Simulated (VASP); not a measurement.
Runs of VASP 6.6.1 on Li2S. It takes space group Fm-3m (No. 225, cubic). Conventional cell: a = 5.691 Å, b = 5.691 Å, c = 5.691 Å, α = 90.00°, β = 90.00°, γ = 90.00°. Within 3.3 Å of Li (site symmetry -43m) lie 4 S at 2.46 Å and 6 Li at 2.85 Å. Within 3.3 Å of S (site symmetry m-3m) lie 8 Li at 2.46 Å. 

```tsv
level	potentials or basis	k mesh	cutoff (eV)	grid for exact exchange (PRECFOCK)	share of exact exchange	screening parameter	gap on the mesh (eV)	pressure (GPa)
HSE06	VASP PAW PBE potentials, release 64 (Li_sv, S)	4 × 4 × 4	650	Normal	0.25	0.2079 1/Å	4.33	(b)
PBE	VASP PAW PBE potentials, release 64 (Li_sv, S)	4 × 4 × 4	750	-	-	-	(a)	0.3
PBE	VASP PAW PBE potentials, release 64 (Li_sv, S)	6 × 6 × 6	750	-	-	-	3.39	0.2
LDA	VASP PAW LDA potentials, release 64 (Li_sv, S)	4 × 4 × 4	750	-	-	-	3.16	-2.7
r2SCAN	VASP PAW PBE potentials, release 64 (Li_sv, S)	4 × 4 × 4	830	-	-	-	3.85	-0.2
```

Alike in all rows: task single point; no spin polarisation; cell as given; smearing gaussian 0.01 eV.

Q: Estimate the missing entries.

A: (a) 3.38; (b) -0.5.

Caveats: some runs use coarse meshes; the PAW data sets were made with another functional, which shifts forces and pressure a little (at least some runs).

A k mesh can miss the band edges.
